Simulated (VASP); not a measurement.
# Se (Fd-3m) in VASP: a series of runs

Runs on Se. Level: PBE. Tasks: single point.

Everything below comes from runs of VASP 6.6.1. Logs are shortened: lines on timing, memory, paths and dates and some standing lists are left out, and cuts for length are marked.

## Step 1: The cell of the first run

Symmetry: Fd-3m, No. 227, cubic system. Conventional cell: a = 6.416 Å, b = 6.416 Å, c = 6.416 Å, α = 90.00°, β = 90.00°, γ = 90.00°. Se (site symmetry -43m) has 4 Se at 2.78 Å within 3.7 Å.

This isn't the form of Se at room conditions, which is trigonal, of chains.

## Step 2: Single point, PBE

INCAR reads:

```
ALGO = Normal
EDIFF = 1E-6
ENCUT = 520
GGA = PE
ISIF = 2
ISMEAR = -1
LASPH = True
LCHARG = False
LREAL = False
LWAVE = False
NBANDS = 13
NELM = 60
PREC = Accurate
SIGMA = 0.06122561905347299
```

KPOINTS reads:

```
k-points
0
Gamma
  10 10 10
```

POSCAR reads:

```
Se
1.0
    0.0000000000      3.2081323947      3.2081323947
    3.2081323947      0.0000000000      3.2081323947
    3.2081323947      3.2081323947      0.0000000000
Se
2
Direct
    0.0000000000      0.0000000000      0.0000000000
    0.2500000000      0.2500000000      0.2500000000
```

Potentials or basis: VASP PAW PBE potentials, release 64 (Se).

On the command line:

```sh
> cat potpaw_PBE.64/Se/POTCAR > POTCAR
> mpirun -np 1 vasp_std > vasp.out
```

OUTCAR:

```text
EDIFF = 1E-6
   ENCUT = 520
   GGA = PE
   ISIF = 2
   ISMEAR = -1
   LASPH = True
   LREAL = False
   NELM = 60
   PREC = Accurate

 ion  position               nearest neighbor table
   1  0.000  0.000  0.000-   2 2.78   2 2.78   2 2.78   2 2.78
   2  0.250  0.250  0.250-   1 2.78   1 2.78   1 2.78   1 2.78

  LATTYP: Found a face centered cubic cell.
 ALAT       =     6.4162647894

  Lattice vectors:

 A1 = (   0.0000000000,   3.2081323947,   3.2081323947)
 A2 = (   3.2081323947,   0.0000000000,   3.2081323947)
 A3 = (   3.2081323947,   3.2081323947,   0.0000000000)

Analysis of symmetry for initial positions (statically):
=====================================================================
 Subroutine PRICEL returns:
 Original cell was already a primitive cell.

 Routine SETGRP: Setting up the symmetry group for a
 face centered cubic supercell.

 Subroutine GETGRP returns: Found 48 space group operations
 (whereof 24 operations were pure point group operations)
 out of a pool of 48 trial point group operations.

The static configuration has the point symmetry T_d .
 The point group associated with its full space group is O_h .

Analysis of symmetry for dynamics (positions and initial velocities):
=====================================================================
 Subroutine PRICEL returns:
 Original cell was already a primitive cell.

 Routine SETGRP: Setting up the symmetry group for a
 face centered cubic supercell.

 Subroutine GETGRP returns: Found 48 space group operations
 (whereof 24 operations were pure point group operations)
 out of a pool of 48 trial point group operations.

The dynamic configuration has the point symmetry T_d .
 The point group associated with its full space group is O_h .

 Subroutine INISYM returns: Found 48 space group operations
 (whereof 24 operations are pure point group operations),
 and found     1 'primitive' translations

----------------------------------------------------------------------------------------

                                     Primitive cell

  volume of cell :      66.0369

  direct lattice vectors                    reciprocal lattice vectors
     0.000000000  3.208132395  3.208132395    -0.155853917  0.155853917  0.155853917
     3.208132395  0.000000000  3.208132395     0.155853917 -0.155853917  0.155853917
     3.208132395  3.208132395  0.000000000     0.155853917  0.155853917 -0.155853917

  length of vectors
     4.536984342  4.536984342  4.536984342     0.269946903  0.269946903  0.269946903

  position of ions in fractional coordinates (direct lattice)
     0.000000000  0.000000000  0.000000000
     0.250000000  0.250000000  0.250000000

  ion indices of the primitive-cell ions
   primitive index   ion index
                 1           1
                 2           2

----------------------------------------------------------------------------------------

 KPOINTS: k-points

Automatic generation of k-mesh.
 Grid dimensions read from file:
 generate k-points for:   10   10   10

 Generating k-lattice:

  Cartesian coordinates                     Fractional coordinates (reciprocal lattice)
    -0.015585392  0.015585392  0.015585392     0.100000000  0.000000000  0.000000000
     0.015585392 -0.015585392  0.015585392     0.000000000  0.100000000  0.000000000
     0.015585392  0.015585392 -0.015585392     0.000000000  0.000000000  0.100000000

  Length of vectors
     0.026994690  0.026994690  0.026994690

  Shift w.r.t. Gamma in fractional coordinates (k-lattice)
     0.000000000  0.000000000  0.000000000

 Subroutine IBZKPT returns following result:
 ===========================================

 Found     47 irreducible k-points:

 Following reciprocal coordinates:
            Coordinates               Weight
  0.000000  0.000000  0.000000      1.000000
  0.100000  0.000000  0.000000      8.000000
  0.200000  0.000000  0.000000      8.000000
  0.300000  0.000000  0.000000      8.000000
  0.400000  0.000000  0.000000      8.000000
  0.500000  0.000000  0.000000      4.000000
[... 16 lines left out ...]
  0.300000  0.300000  0.000000      6.000000
  0.400000  0.300000  0.000000     24.000000
 [... further k-points ...]
   k-points           NKPTS =     47   k-points in BZ     NKDIM =     47   number of bands    NBANDS=     13
   number of dos      NEDOS =    301   number of ions     NIONS =      2
   total plane-waves  NPLWV =  46656
   dimension x,y,z NGX =    36 NGY =   36 NGZ =   36
   dimension x,y,z NGXF=    72 NGYF=   72 NGZF=   72
   ions per type =               2
   NGX,Y,Z   is equivalent  to a cutoff of  13.19, 13.19, 13.19 a.u.
   NGXF,Y,Z  is equivalent  to a cutoff of  26.38, 26.38, 26.38 a.u.
 SYSTEM =  unknown system
   PREC   = accura    normal or accurate (medium, high low for compatibility)
   ISTART =      0    job   : 0-new  1-cont  2-samecut
   ICHARG =      2    charge: 1-file 2-atom 10-const
   ISPIN  =      1    spin polarized calculation?
   LNONCOLLINEAR =      F non collinear calculations
   LSORBIT =      F    spin-orbit coupling
   LASPH  =      T    aspherical Exc in radial PAW
   ENCUT  =  520.0 eV  38.22 Ry    6.18 a.u.   8.44  8.44  8.44*2*pi/ulx,y,z
   NELM   =     60;   NELMIN=  2; NELMDL= -5     # of ELM steps
   EDIFF  = 0.1E-05   stopping-criterion for ELM
   LREAL  =      F    real-space projection
   EDIFFG = 0.1E-04   stopping-criterion for IOM
   NSW    =      0    number of steps for IOM
   IBRION =     -1    ionic relax: 0-MD 1-quasi-New 2-CG
   NFREE  =      0    steps in history (QN), initial steepest desc. (CG)
   ISIF   =      2    stress and relaxation
   ISYM   =      2    0-nonsym 1-usesym 2-fastsym
   POTIM  = 0.5000    time-step for ionic-motion
   TEBEG  =    0.0;   TEEND  =   0.0 temperature during run
   PSTRESS=    0.0 pullay stress
   NELECT =      12.0000    total number of electrons
   NUPDOWN=      -1.0000    fix difference up-down
   EMIN   =  10.00;   EMAX   =-10.00  energy-range for DOS
   EFERMI =   0.00;   METHOD = LEGACY
   ISMEAR =    -1;   SIGMA  =   0.06  broadening in eV -4-tet -1-fermi 0-gaus
   EFERMI_NEDOS =   21; number of points for ismear=-14 and -15
   IALGO  =     38    algorithm
   IMIX   =      4    mixing-type and parameters
     AMIX     =   0.40;   BMIX     =  1.00
     AMIX_MAG =   1.60;   BMIX_MAG =  1.00
  volume/ion in A,a.u.               =      33.02       222.82
  Fermi-wavevector in a.u.,A,eV,Ry     =   0.927270  1.752287 11.698697  0.859830
  Thomas-Fermi vector in A             =   2.053322
   LORBIT       =      0    0 simple, 1 ext, 2 COOP (PROOUT), +10 PAW based schemes
   GGA     = PE    functional components
   LHFCALC =     F    Hartree Fock is set to
   AEXX    =    0.0000 exact exchange contribution
   IVDW    =     0    specifies the selected vdW correction
   LEPSILON=     F    determine dielectric tensor
   LRPA    =     F    only Hartree local field effects (RPA)
 non-spin polarized calculation
  energy-cutoff  :      520.00
  volume of cell :       66.04
 maximum number of plane-waves:      1807
 NGX is ok and might be reduce to    36
   NGX = 17   NGY = 17   NGZ = 17

 number of electron      11.9999999 magnetization

 Free energy of the ion-electron system (eV)
  ---------------------------------------------------
  ext. energy  EPLUGINS =         0.00000000
  ---------------------------------------------------
  free energy    TOTEN  =        -5.99341687 eV

  energy without entropy =       -5.97105267  energy(sigma->0) =       -5.98223477

 E-fermi :   1.6586     XC(G=0):  -7.9841

 val. band max:        1.6576312109   @ k =   0.2000   0.1000   0.0000
 cond. band min:       1.6636944288   @ k =  -0.4000   0.2000   0.0000
 fundamental gap:      0.0060632180
 Fermi energy:         1.6586454656

 k-point     1 :       0.0000    0.0000    0.0000
  band No.  band energies     occupation
      1     -13.3091      2.00000
      2      -8.6924      2.00000
      3      -1.5745      2.00000
      4      -1.5745      2.00000
      5      -1.5745      2.00000
      6       0.9798      1.99997
      7       0.9798      1.99997
      8       0.9798      1.99997
      9       6.1007      0.00000
     10       9.3888      0.00000
     11       9.3888      0.00000
     12      11.2285      0.00000
     13      11.2285      0.00000

 k-point     2 :       0.1000    0.0000    0.0000
  band No.  band energies     occupation
      1     -13.2481      2.00000
      2      -8.8333      2.00000
      3      -1.6592      2.00000
      4      -1.6592      2.00000
      5      -1.6228      2.00000
      6       1.0929      1.99981
      7       1.1055      1.99976
      8       1.1055      1.99976
      9       6.4084      0.00000
     10       9.1242      0.00000
     11       9.1242      0.00000
     12      10.9576      0.00000
     13      11.8000      0.00000

 k-point     3 :       0.2000    0.0000    0.0000
  band No.  band energies     occupation
      1     -13.0730      2.00000
      2      -9.2062      2.00000
      3      -1.8505      2.00000
      4      -1.8505      2.00000
      5      -1.7824      2.00000
      6       1.3980      1.97205
      7       1.3980      1.97205
      8       1.4907      1.87911
      9       7.1288      0.00000
     10       8.8328      0.00000
     11       8.8328      0.00000
     12      10.5795      0.00000
     13      12.9625      0.00000
[... 305 lines left out ...]
 k-point    23 :       0.3000    0.3000    0.0000
  band No.  band energies     occupation
      1     -12.5950      2.00000
      2     -10.0321      2.00000
      3      -2.5992      2.00000
      4      -2.5992      2.00000
      5      -0.5613      2.00000
      6       0.1440      2.00000
      7       2.7607      0.00000
      8       2.7607      0.00000
      9       7.0481      0.00000
     10       8.6697      0.00000
     11      10.6090      0.00000
     12      12.7381      0.00000
     13      12.7401      0.00000

 k-point    24 :       0.4000    0.3000    0.0000
  band No.  band energies     occupation
      1     -12.3276      2.00000
      2     -10.4183      2.00000
      3      -2.8445      2.00000
      4      -2.7202      2.00000
      5      -0.4271      2.00000
      6       0.2246      2.00000
      7       3.0430      0.00000
      8       3.0816      0.00000
      9       7.1584      0.00000
     10       8.7340      0.00000
     11      10.8891      0.00000
     12      12.0866      0.00000
     13      12.1403      0.00000

 [... further k-points ...]

------------------------ aborting loop because EDIFF is reached ----------------------------------------

  FORCE on cell =-STRESS in cart. coord.  units (eV):
  Direction    XX          YY          ZZ          XY          YZ          ZX
  --------------------------------------------------------------------------------------
  -------------------------------------------------------------------------------------
  Total       -0.5766322     -0.5766322     -0.5766322      0.0000000      0.0000000      0.0000000
  in kB      -13.9901590    -13.9901590    -13.9901590      0.0000000      0.0000000      0.0000000
  external PRESSURE =     -13.9901590 kB  Pullay stress =       0.0000000 kB

 VOLUME and BASIS-vectors are now :
 -----------------------------------------------------------------------------
  energy-cutoff  :      520.00
  volume of cell :       66.04
      direct lattice vectors                 reciprocal lattice vectors
     0.000000000  3.208132395  3.208132395    -0.155853917  0.155853917  0.155853917
     3.208132395  0.000000000  3.208132395     0.155853917 -0.155853917  0.155853917
     3.208132395  3.208132395  0.000000000     0.155853917  0.155853917 -0.155853917

 POSITION                                       TOTAL-FORCE (eV/Angst)
 -----------------------------------------------------------------------------------
      0.00000      0.00000      0.00000        -0.000000     -0.000000     -0.000000
      1.60407      1.60407      1.60407         0.000000      0.000000      0.000000
 -----------------------------------------------------------------------------------
    total drift:                                0.000000      0.000000      0.000000

  FREE ENERGIE OF THE ION-ELECTRON SYSTEM (eV)
  ---------------------------------------------------
  free  energy   TOTEN  =        -5.9934168734 eV

  energy  without entropy=       -5.9710526703  energy(sigma->0) =       -5.98223477
```

It took 53 s on 1 thread of Intel Xeon 8259CL, shared host; peak memory 0.21 GiB.

Results:

```yaml
Free_energy: -5.9934 eV
Pressure: -1.4 GPa
Band_gap_on_the_k_mesh: zero (bands 6 and 7 overlap by 1.00 eV)
```

## Step 3: Single point, PBE

This run uses another cell than the first one, of 33.65 Å³/atom.

INCAR reads:

```
  ALGO = Normal
  EDIFF = 1E-6
  ENCUT = 520
  GGA = PE
  ISIF = 2
  ISMEAR = -1
  LASPH = T
  LCHARG = F
  LREAL = F
  LWAVE = F
  NBANDS = 13
  NELM = 100
  PREC = Accurate
  SIGMA = 0.06122561905347299
```

KPOINTS is that of step 2.

POSCAR reads:

```
Se
1.0
    0.0000000000      3.2285669099      3.2285669099
    3.2285669099      0.0000000000      3.2285669099
    3.2285669099      3.2285669099      0.0000000000
Se
2
Direct
    0.0000000000      0.0000000000      0.0000000000
    0.2500000000      0.2500000000      0.2500000000
```

Potentials or basis: VASP PAW PBE potentials, release 64 (Se).

On the command line:

```sh
> cat potpaw_PBE.64/Se/POTCAR > POTCAR
> mpirun -np 1 vasp_std > vasp.out
```

Run time: 54 s. Hardware: 1 thread of Intel Xeon 8259CL, shared host; peak memory 0.21 GiB.

The run converged. Its results:

- Free energy: -5.9799 eV
- Pressure: -2.0 GPa
- Band gap on the k mesh: zero (bands 6 and 7 overlap by 0.98 eV)

Levels at points of the mesh, in eV from the Fermi level:
| k point | band 2 | band 3 | band 4 | band 5 | band 6 | band 7 | band 8 | band 9 | band 10 | band 11 |
| --- | --- | --- | --- | --- | --- | --- | --- | --- | --- | --- |
| (0.00, 0.00, 0.00) | -10.40 | -3.17 | -3.17 | -3.17 | -0.65 | -0.65 | -0.65 | 4.45 | 7.75 | 7.75 |
| (0.50, 0.00, 0.00) | -11.96 | -3.84 | -3.81 | -3.81 | 0.33 | 0.33 | 1.42 | 6.89 | 6.96 | 7.99 |
| (0.50, 0.50, 0.00) | -13.04 | -4.51 | -4.51 | -1.80 | -1.80 | 1.94 | 1.94 | 6.22 | 6.22 | 9.77 |
